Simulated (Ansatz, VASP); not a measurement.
**Two plane-wave programs on ZnSe**

```
Zn Se
1.0
     3.98327    0.00000    0.00000
     0.00000    5.63320    0.00000
     0.00000    0.00000   26.94982
Zn Se
7 7
Cartesian
  1.9916 2.8166 7.5000
  0.0000 0.0000 9.4916
  1.9916 2.8166 11.4833
  0.0000 0.0000 13.4749
  1.9916 2.8166 15.4665
  0.0000 0.0000 17.4582
  1.9916 2.8166 19.4498
  0.0000 4.2249 7.5000
  1.9916 1.4083 9.4916
  0.0000 4.2249 11.4833
  1.9916 1.4083 13.4749
  0.0000 4.2249 15.4665
  1.9916 1.4083 17.4582
  0.0000 4.2249 19.4498
```

Alike in both runs: task single point; functional PBEsol; k mesh 7 × 5 × 1; occupations gaussian, width 0.05 eV; no spin polarisation.

|  | VASP | Ansatz |
| --- | --- | --- |
| version | VASP 6.6.1 | Ansatz 0.2.0 |
| potentials or method | VASP PAW PBE potentials, release 64 (Zn, Se), cutoff 520 eV | scalar-relativistic, plane waves, PAW |
| valence electrons in the cell | 126 | 196 |

```tsv
	VASP	Ansatz	Ansatz less VASP
gap on the k mesh at the Fermi level (eV)	1.07	1.07	+0.006
least direct gap on the mesh (eV)	1.07	1.07	+0.006
rms of the force components (eV/Å)	0.417	0.417	0.0000
```

VASP's potentials were made for PBE, not for PBEsol. VASP's potentials hold 126 valence electrons a cell and Ansatz's 196, so a difference there can come from the potentials and not from the codes. Ansatz's warnings: xc potential rough in thin density.
